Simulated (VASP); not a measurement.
# CoSi2 (I4/mmm) in VASP: further runs

The runs below take CoSi2 through single point, with PBE.

All numbers are computed with VASP 6.6.1; they aren't measurements. Logs are shortened: lines on timing, memory, paths and dates and some standing lists are left out, and cuts for length are marked.

**1. The cell of the first run**

The structure is tetragonal, space group I4/mmm (No. 139). The conventional cell has a = 3.790 Å, b = 3.790 Å, c = 5.494 Å, α = 90.00°, β = 90.00°, γ = 90.00°. Co (site symmetry 4/mmm) has 8 Si at 2.34 Å within 3.1 Å. Si (site symmetry -4m2) has 4 Co at 2.34 Å and 6 Si at 2.68 to 2.75 Å within 3.1 Å.

**2. Single point, PBE (strain +0.000 along x and y, +0.025 along z)**

INCAR reads:

```
PREC     = Accurate       # precision mode
ENCUT    = 520            # plane-wave cutoff, eV
EDIFF    = 1E-6           # SCF threshold, eV
ISMEAR   = 0              # smearing method
SIGMA    = 0.15           # smearing width, eV
LREAL    = False          # projectors in reciprocal space
LASPH    = True           # aspherical terms in the spheres
NELM     = 80             # most SCF steps
ALGO     = Normal         # electronic algorithm
ISIF     = 2              # what is computed and relaxed
LWAVE    = False          # write WAVECAR
LCHARG   = False          # write CHGCAR
GGA      = PE             # functional
NBANDS   = 16             # bands
```

KPOINTS reads:

```
Automatic mesh
0
Gamma
  16 16 16
```

POSCAR reads:

```
CoSi2
1.0
    0.0000000000      2.6799390597      2.7469375362
    2.6799390597      0.0000000000      2.7469375362
    2.6799390597      2.6799390597      0.0000000000
Co Si
1 2
Direct
    0.0000000000      0.0000000000      0.0000000000
    0.2500000000      0.2500000000      0.2500000000
    0.7500000000      0.7500000000      0.7500000000
```

Potentials or basis: VASP PAW PBE potentials, release 64 (Co, Si).

Command:

```console
> cat potpaw_PBE.64/Co/POTCAR potpaw_PBE.64/Si/POTCAR > POTCAR
> mpirun -np 1 vasp_std > vasp.out
```

OUTCAR:

```text
PREC = Accurate
   ENCUT = 520
   EDIFF = 1E-6
   ISMEAR = 0
   LREAL = False
   LASPH = True
   NELM = 80
   ISIF = 2
   GGA = PE

 ion  position               nearest neighbor table
   1  0.000  0.000  0.000-   3 2.34   3 2.34   3 2.34   2 2.34   3 2.34   2 2.34   2 2.34   2 2.34

   2  0.250  0.250  0.250-   1 2.34   1 2.34   1 2.34   1 2.34   3 2.68   3 2.68   3 2.68   3 2.68
                             3 2.75   3 2.75
   3  0.750  0.750  0.750-   1 2.34   1 2.34   1 2.34   1 2.34   2 2.68   2 2.68   2 2.68   2 2.68
                             2 2.75   2 2.75

  LATTYP: Found a body centered tetragonal cell.
 ALAT       =     3.7900061646
 C/A-ratio  =     1.4495689014

  Lattice vectors:

 A1 = (  -2.6799390597,   0.0000000000,   2.7469375362)
 A2 = (   2.6799390597,   0.0000000000,   2.7469375362)
 A3 = (   0.0000000000,   2.6799390597,  -2.7469375362)

Analysis of symmetry for initial positions (statically):
=====================================================================
 Subroutine PRICEL returns:
 Original cell was already a primitive cell.

 Routine SETGRP: Setting up the symmetry group for a
 body centered tetragonal supercell.

 Subroutine GETGRP returns: Found 16 space group operations
 (whereof 16 operations were pure point group operations)
 out of a pool of 16 trial point group operations.

The static configuration has the point symmetry D_4h.

Analysis of symmetry for dynamics (positions and initial velocities):
=====================================================================
 Subroutine PRICEL returns:
 Original cell was already a primitive cell.

 Routine SETGRP: Setting up the symmetry group for a
 body centered tetragonal supercell.

 Subroutine GETGRP returns: Found 16 space group operations
 (whereof 16 operations were pure point group operations)
 out of a pool of 16 trial point group operations.

The dynamic configuration has the point symmetry D_4h.

 Subroutine INISYM returns: Found 16 space group operations
 (whereof 16 operations are pure point group operations),
 and found     1 'primitive' translations

----------------------------------------------------------------------------------------

                                     Primitive cell

  volume of cell :      39.4574

  direct lattice vectors                    reciprocal lattice vectors
[... 88 lines left out ...]
   NELM   =     80;   NELMIN=  2; NELMDL= -5     # of ELM steps
   EDIFF  = 0.1E-05   stopping-criterion for ELM
   LREAL  =      F    real-space projection
   EDIFFG = 0.1E-04   stopping-criterion for IOM
   NSW    =      0    number of steps for IOM
   IBRION =     -1    ionic relax: 0-MD 1-quasi-New 2-CG
   NFREE  =      0    steps in history (QN), initial steepest desc. (CG)
   ISIF   =      2    stress and relaxation
   ISYM   =      2    0-nonsym 1-usesym 2-fastsym
   POTIM  = 0.5000    time-step for ionic-motion
   TEBEG  =    0.0;   TEEND  =   0.0 temperature during run
   PSTRESS=    0.0 pullay stress
   NELECT =      17.0000    total number of electrons
   NUPDOWN=      -1.0000    fix difference up-down
   EMIN   =  10.00;   EMAX   =-10.00  energy-range for DOS
   EFERMI =   0.00;   METHOD = LEGACY
   ISMEAR =     0;   SIGMA  =   0.15  broadening in eV -4-tet -1-fermi 0-gaus
   EFERMI_NEDOS =   21; number of points for ismear=-14 and -15
   IALGO  =     38    algorithm
   IMIX   =      4    mixing-type and parameters
     AMIX     =   0.40;   BMIX     =  1.00
     AMIX_MAG =   1.60;   BMIX_MAG =  1.00
  volume/ion in A,a.u.               =      13.15        88.76
  Fermi-wavevector in a.u.,A,eV,Ry     =   1.236464  2.336579 20.801187  1.528844
  Thomas-Fermi vector in A             =   2.371072
   LORBIT       =      0    0 simple, 1 ext, 2 COOP (PROOUT), +10 PAW based schemes
   GGA     = PE    functional components
   LHFCALC =     F    Hartree Fock is set to
   AEXX    =    0.0000 exact exchange contribution
   IVDW    =     0    specifies the selected vdW correction
   LEPSILON=     F    determine dielectric tensor
   LRPA    =     F    only Hartree local field effects (RPA)
 non-spin polarized calculation
 Gauss-broadening in eV      SIGMA  =   0.15
  energy-cutoff  :      520.00
  volume of cell :       39.46
 maximum number of plane-waves:      1079
 NGX is ok and might be reduce to    30
   NGX = 15   NGY = 15   NGZ = 15

 number of electron      16.9999997 magnetization

 Free energy of the ion-electron system (eV)
  ---------------------------------------------------
  ext. energy  EPLUGINS =         0.00000000
  ---------------------------------------------------
  free energy    TOTEN  =       -19.28257948 eV

  energy without entropy =      -19.27047059  energy(sigma->0) =      -19.27652504

 E-fermi :   9.7221     XC(G=0): -11.6234

 val. band max:        9.7096861829   @ k =  -0.3125   0.0625   0.1875
 cond. band min:       9.7318623306   @ k =   0.4375   0.0625   0.1875
 fundamental gap:      0.0221761477
 Fermi energy:         9.7220835974

 k-point     1 :       0.0000    0.0000    0.0000
  band No.  band energies     occupation
      1      -3.1864      2.00000
      2       5.7389      2.00000
      3       5.7389      2.00000
      4       5.8565      2.00000
      5       7.8585      2.00000
      6       7.9691      2.00000
[... 433 lines left out ...]
      3       5.8221      2.00000
      4       5.8550      2.00000
      5       7.8617      2.00000
      6       7.8800      2.00000
[... 8 lines left out ...]
     15      14.9890      0.00000
     16      15.1103      0.00000

 [... further k-points ...]

------------------------ aborting loop because EDIFF is reached ----------------------------------------

  FORCE on cell =-STRESS in cart. coord.  units (eV):
  Direction    XX          YY          ZZ          XY          YZ          ZX
  --------------------------------------------------------------------------------------
  -------------------------------------------------------------------------------------
  Total       -0.9157871     -0.9157871     -1.3837789      0.0000000      0.0000000     -0.0000000
  in kB      -37.1857439    -37.1857439    -56.1886604      0.0000000      0.0000000     -0.0000000
  external PRESSURE =     -43.5200494 kB  Pullay stress =       0.0000000 kB

 VOLUME and BASIS-vectors are now :
 -----------------------------------------------------------------------------
  energy-cutoff  :      520.00
  volume of cell :       39.46
      direct lattice vectors                 reciprocal lattice vectors
     0.000000000  2.679939060  2.746937536    -0.186571407  0.186571407  0.182020884
     2.679939060  0.000000000  2.746937536     0.186571407 -0.186571407  0.182020884
     2.679939060  2.679939060  0.000000000     0.186571407  0.186571407 -0.182020884

 POSITION                                       TOTAL-FORCE (eV/Angst)
 -----------------------------------------------------------------------------------
      0.00000      0.00000      0.00000         0.000000      0.000000     -0.000000
      1.33997      1.33997      1.37347        -0.000000     -0.000000     -0.000000
      4.01991      4.01991      4.12041         0.000000      0.000000      0.000000
 -----------------------------------------------------------------------------------
    total drift:                                0.000000     -0.000000     -0.000000

  FREE ENERGIE OF THE ION-ELECTRON SYSTEM (eV)
  ---------------------------------------------------
  free  energy   TOTEN  =       -19.2825794823 eV

  energy  without entropy=      -19.2704705890  energy(sigma->0) =      -19.27652504
```

stdout:

```text
POSCAR found type information on POSCAR CoSi
 POSCAR found :  2 types and       3 ions
 scaLAPACK will be used
 LDA part: xc-table for (Slater+PW92), standard interpolation
 POSCAR, INCAR and KPOINTS ok, starting setup
 FFT: planning ... GRIDC
 FFT: planning ... GRID_SOFT
 FFT: planning ... GRID
 WAVECAR not read
 entering main loop
```

It took 95 s on 1 thread of Intel Xeon 6975P-C (Granite Rapids), shared host; peak memory 0.33 GiB.

Results:

| Item | Value |
| --- | --- |
| Free energy | -19.2826 eV |
| Pressure | -4.4 GPa |
| Band gap on the k mesh | zero (an odd number of electrons rules out a gap without spin polarisation) |

Stress tensor (GPa, compression positive):
```
-3.72  0.00  0.00
 0.00 -3.72  0.00
 0.00  0.00 -5.62
```

Levels at points of the mesh, in eV from the Fermi level:
```csv
k point,band 6,band 7,band 8,band 9,band 10,band 11,band 12,band 13
"(0.00, 0.00, 0.00)",-1.75,0.51,3.21,3.21,3.26,3.53,3.55,3.55
"(0.50, 0.00, 0.00)",-1.55,-1.53,-0.54,-0.36,2.63,3.28,3.36,4.17
"(0.50, 0.50, 0.00)",-1.89,-1.89,-1.88,-1.24,1.58,3.00,8.50,9.40
"(0.50, 0.00, 0.50)",-1.93,-1.80,-1.79,-1.27,1.42,2.89,8.54,8.94
```

Caveat: the cell differs from its parent crystal (strain +0.000 along x and y, +0.025 along z); the cell stands under tension; an odd number of electrons without spin polarisation forces a metal; a magnetic or distorted state may lie lower.

**3. Single point, PBE (strain +0.000 along x and y, +0.050 along z)**

INCAR reads:

```
PREC     = Accurate       # precision mode
ENCUT    = 520            # plane-wave cutoff, eV
EDIFF    = 1E-6           # SCF threshold, eV
ISMEAR   = 0              # smearing method
SIGMA    = 0.15           # smearing width, eV
LREAL    = F              # projectors in reciprocal space
LASPH    = T              # aspherical terms in the spheres
NELM     = 60             # most SCF steps
ALGO     = Normal         # electronic algorithm
ISIF     = 2              # what is computed and relaxed
LWAVE    = F              # write WAVECAR
LCHARG   = F              # write CHGCAR
GGA      = PE             # functional
NBANDS   = 16             # bands
```

KPOINTS reads:

```
regular mesh
0
Gamma
  16 16 16
```

POSCAR reads:

```
CoSi2
1.0
    0.0000000000      2.6799390597      2.8139360127
    2.6799390597      0.0000000000      2.8139360127
    2.6799390597      2.6799390597      0.0000000000
Co Si
1 2
Direct
    0.0000000000      0.0000000000      0.0000000000
    0.2500000000      0.2500000000      0.2500000000
    0.7500000000      0.7500000000      0.7500000000
```

Potentials or basis: VASP PAW PBE potentials, release 64 (Co, Si).

Command:

```console
> cat potpaw_PBE.64/Co/POTCAR potpaw_PBE.64/Si/POTCAR > POTCAR
> mpirun -np 1 vasp_std > vasp.out
```

Run time: 2 min. Hardware: 1 thread of Intel Xeon 6975P-C (Granite Rapids), shared host; peak memory 0.33 GiB.

Results (log left out):

```yaml
Free_energy: -19.2356 eV
Pressure: -7.9 GPa
Band_gap_on_the_k_mesh: zero (an odd number of electrons rules out a gap without spin polarisation)
```

Stress tensor (GPa, compression positive):
```
 -6.75   0.00   0.00
  0.00  -6.75   0.00
  0.00   0.00 -10.09
```

Levels at points of the mesh, in eV from the Fermi level:
| k point | band 6 | band 7 | band 8 | band 9 | band 10 | band 11 | band 12 | band 13 |
| --- | --- | --- | --- | --- | --- | --- | --- | --- |
| (0.00, 0.00, 0.00) | -1.63 | 0.30 | 3.01 | 3.01 | 3.01 | 3.63 | 3.63 | 3.63 |
| (0.50, 0.00, 0.00) | -1.49 | -1.45 | -0.63 | -0.27 | 2.59 | 3.09 | 3.30 | 4.06 |
| (0.50, 0.50, 0.00) | -1.87 | -1.85 | -1.85 | -1.18 | 1.57 | 3.06 | 8.44 | 9.23 |
| (0.50, 0.00, 0.50) | -1.93 | -1.72 | -1.66 | -1.21 | 1.28 | 2.84 | 8.36 | 8.48 |

Caveat: the cell differs from its parent crystal (strain +0.000 along x and y, +0.050 along z); the cell stands under tension; an odd number of electrons without spin polarisation forces a metal; a magnetic or distorted state may lie lower. Spin polarisation is off, so any magnetic state and its effect on volume and gap are missing.

The gap in the log of VASP goes by the Fermi energy; the results here count the filled bands.